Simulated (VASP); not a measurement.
A run of VASP 6.6.1:

POSCAR

```
Ti
1.0
    2.9329846663      0.0000000000      0.0000000000
   -1.4664923331      2.5400392299      0.0000000000
    0.0000000000      0.0000000000      4.6459457276
Ti
2
Direct
    0.3333333333      0.6666666667      0.2500000000
    0.6666666667      0.3333333333      0.7500000000
```

The input INCAR.step1:

```
PREC = Accurate
ENCUT = 520
ISMEAR = 1
SIGMA = 0.05
LREAL = F
LASPH = T
NELM = 60
NBANDS = 19
GGA = PE
ALGO = Normal
EDIFF = 1E-4
LWAVE = T
LCHARG = F
```

The input INCAR.step2:

```
PREC = Accurate
ENCUT = 520
EDIFF = 1E-6
ISMEAR = 1
SIGMA = 0.05
LREAL = F
LASPH = T
NELM = 60
ALGO = Normal
ISIF = 2
LWAVE = F
LCHARG = F
METAGGA = R2SCAN
LMIXTAU = T
NBANDS = 19
ISTART = 1
```

File KPOINTS:

```
regular mesh
0
Gamma
  16 16 9
```

Potentials or basis: VASP PAW PBE potentials, release 64 (Ti_sv).

Command:

```sh
$ cat potpaw_PBE.64/Ti_sv/POTCAR > POTCAR
$ cp INCAR.step1 INCAR
$ mpirun -np 1 vasp_std > vasp.out
$ cp INCAR.step2 INCAR
$ mpirun -np 1 vasp_std > vasp.out
```

Hardware: 1 thread of Intel Xeon 6975P-C, with other jobs on the host.

Q: Estimate the wall time of this run.

A: Run time: 3.6 min on 1 thread of Intel Xeon 6975P-C, on a shared host, peak memory 0.21 GiB. Counts: k points 150.
